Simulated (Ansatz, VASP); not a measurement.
**NiO in VASP and in Ansatz**

```
Ni O
1.0
     0.00000    2.08590    2.08590
     2.08590    0.00000    2.08590
     2.08590    2.08590    0.00000
Ni O
1 1
Direct
  0.01106 0.99803 0.99278
  0.51374 0.49316 0.50039
```

Change from the starting cell: atoms moved at random, drawn with an rms of 0.05 Å.

Alike in both runs: task single point; functional PBE; k mesh 11 × 11 × 11; occupations fermi-dirac, width 0.1 eV; collinear spin.

|  | VASP | Ansatz |
| --- | --- | --- |
| version | VASP 6.6.1 | Ansatz 0.2.0 |
| potentials or method | VASP PAW PBE potentials, release 64 (Ni, O), cutoff 520 eV | all-electron LAPW, scalar-relativistic |

```csv
,VASP,Ansatz,Ansatz less VASP
gap on the k mesh at the Fermi level (eV),none,none,-
pressure (GPa),4.9,5.9,+0.94
"traceless stress, the component that is largest in VASP (GPa)",0.12,0.12,+0.001
rms of the force components (eV/Å),0.043,0.036,-0.0067
net moment per atom (μB),0.81,0.86,+0.048
size of the moment on the site where the two differ most (μB),1.34,1.43,+0.089
```

Site moments also hang on the region over which each program counts them. Atom by atom the forces differ by 0.007 eV/Å (rms over components). A gap of «none» marks a metal or a gap that the smearing closes. Ansatz ran all-electron here, and VASP with PAW potentials.
